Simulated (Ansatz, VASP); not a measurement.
# Mg: VASP beside Ansatz

Contents of POSCAR:

```
Mg
1.0
    3.1947340000      0.0000000000      0.0000000000
   -1.5973670000      2.7667210000      0.0000000000
    0.0000000000      0.0000000000      5.1900560000
Mg
2
Direct
    0.3333330000      0.6666670000      0.2500000000
    0.6666670000      0.3333330000      0.7500000000
```

Contents of INCAR.step1:

```
SYSTEM = Mg
ALGO = Normal
EDIFF = 1E-5
ENCUT = 520
GGA = PE
ISIF = 2
ISMEAR = 0
LASPH = .TRUE.
LCHARG = .FALSE.
LREAL = .FALSE.
LWAVE = .TRUE.
NBANDS = 9
NELM = 100
PREC = Accurate
SIGMA = 0.1
```

File INCAR.step2:

```
SYSTEM = Mg
AEXX = 0.25
ALGO = Normal
EDIFF = 1E-7
ENCUT = 520
GGA = PE
ISIF = 2
ISMEAR = 0
ISTART = 1
LASPH = .TRUE.
LCHARG = .FALSE.
LHFCALC = .TRUE.
LREAL = .FALSE.
LWAVE = .FALSE.
NBANDS = 9
NELM = 100
PREC = Accurate
PRECFOCK = Normal
SIGMA = 0.1
```

File KPOINTS:

```
k-points
0
G
  6 6 4
  0 0 0
```

Input for Ansatz:

```yaml
crystal:
  lattice:
    - [3.194734, 0.0, 0.0]
    - [-1.597367, 2.766721, 0.0]
    - [0.0, 0.0, 5.190056]
  atoms:
    - { symbol: Mg, position: [0.333333, 0.666667, 0.25] }
    - { symbol: Mg, position: [0.666667, 0.333333, 0.75] }
scf:
  occupations: { method: gaussian, width: 0.1 }
output:
  forces: true
  stress: true
  eigenvalues: true
hamiltonian:
  xc: pbe0
kpoints:
  mp_grid: { grid: [6, 6, 4] }
```

Alike in both runs: task single point; functional PBE0; k mesh 6 × 6 × 4; occupations gaussian, width 0.1 eV; no spin polarisation.

|  | VASP | Ansatz |
| --- | --- | --- |
| version | VASP 6.6.1 | Ansatz 0.2.0 |
| potentials or method | VASP PAW PBE potentials, release 64 (Mg) | scalar-relativistic, plane waves, PAW |
| plane-wave cutoff (eV) | 520 | 420 |
| valence electrons in the cell | 4 | 20 |

|  | VASP | Ansatz | Ansatz less VASP |
| --- | --- | --- | --- |
| gap on the k mesh at the Fermi level (eV) | none | none | - |
| pressure (GPa) | -0.4 | -0.1 | +0.22 |
| traceless stress, the component that is largest in VASP (GPa) | 0.63 | 0.64 | +0.009 |

A gap of «none» marks a metal or a gap that the smearing closes. VASP's potentials hold 4 valence electrons a cell and Ansatz's 20, so a difference there can come from the potentials and not from the codes. Ansatz's warnings: filled band counts differ across k points, stress exchange threshold loose, stress scf threshold loose, structure snapped to symmetry.

The k mesh is coarse, so the values compare programs but aren't converged.
